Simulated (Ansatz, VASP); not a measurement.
# TaH3Br: VASP beside Ansatz

File INCAR:

```
PREC = Accurate
ENCUT = 600
EDIFF = 1E-6
ISMEAR = 0
SIGMA = 0.1
LREAL = F
LASPH = T
NELM = 150
ALGO = Normal
ISIF = 3
LWAVE = F
LCHARG = F
ISPIN = 2
MAGMOM = 1 0 0 0 0
LORBIT = 11
LMAXMIX = 4
GGA = PE
IBRION = 2
NSW = 90
EDIFFG = -0.04
```

File KPOINTS:

```
regular mesh
0
Gamma
  4 4 4
```

POSCAR

```
TaH3Br
1.0
    3.9509250400      0.0000000000      0.0000000000
    0.0000000000      3.9509250400      0.0000000000
    0.0000000000      0.0000000000      4.4402795100
Ta H Br
1 3 1
Direct
    0.0000000000      0.0000000000      0.0000000000
    0.0000000000      0.0000000000      0.5000000000
    0.0000000000      0.5000000000      0.0000000000
    0.5000000000      0.0000000000      0.0000000000
    0.5000000000      0.5000000000      0.5000000000
```

Input for Ansatz:

```yaml
crystal:
  lattice:
    - [3.95092504, 0.0, 0.0]
    - [0.0, 3.95092504, 0.0]
    - [0.0, 0.0, 4.44027951]
  atoms:
    - { symbol: Ta, position: [0.0, 0.0, 0.0], spin: 1.0 }
    - { symbol: H, position: [0.0, 0.0, 0.5] }
    - { symbol: H, position: [0.0, 0.5, 0.0] }
    - { symbol: H, position: [0.5, 0.0, 0.0] }
    - { symbol: Br, position: [0.5, 0.5, 0.5] }
basis:
  ecutwfc: 420
kpoints:
  mp_grid: { grid: [4, 4, 4] }
hamiltonian:
  xc: pbe
scf:
  occupations: { method: gaussian, width: 0.1 }
  lower_state_search: "off"
output:
  forces: true
  stress: true
  eigenvalues: true
  populations: true
magnetization:
  spin_polarized: true
relax:
  adjacent_minimum: "off"
  f_tol: 0.04
  max_steps: 70
  cell: { stress_tol: 0.4 }
```

Change from the starting cell: species swapped into the KCrF3 type (P4/mmm, No. 123).

Alike in both runs: task relaxation of cell and atoms; functional PBE; k mesh 4 × 4 × 4; occupations gaussian, width 0.1 eV; collinear spin.

|  | VASP | Ansatz |
| --- | --- | --- |
| version | VASP 6.6.1 | Ansatz 0.2.0 |
| potentials or method | VASP PAW PBE potentials, release 64 (Ta_pv, H, Br), cutoff 600 eV | scalar-relativistic, plane waves, PAW |
| valence electrons in the cell | 21 | 23 |

```tsv
	VASP	Ansatz	Ansatz less VASP
gap on the k mesh at the Fermi level, each at its own relaxed structure (eV)	none	none	-
net moment per atom (μB)	0.01	0.13	+0.116
size of the moment on the site where the two differ most (μB)	0.05	0.24	+0.182
relaxed volume (Å³/atom)	11.06	11.05	-0.007
relaxed cell length with the largest relative difference (Å)	3.810	3.809	-0.0011
```

The net moments are unlike, so the other rows may belong to different states. Site moments also hang on the region over which each program counts them. A gap of «none» marks a metal or a gap that the smearing closes. VASP's potentials hold 21 valence electrons a cell and Ansatz's 23, so a difference there can come from the potentials and not from the codes.

The k mesh is coarse, so the values compare programs but aren't converged. Neither program's run includes spin-orbit coupling. Noted on VASP's run: the volume moved by over 15 % at a fixed basis, so the end points are rough.
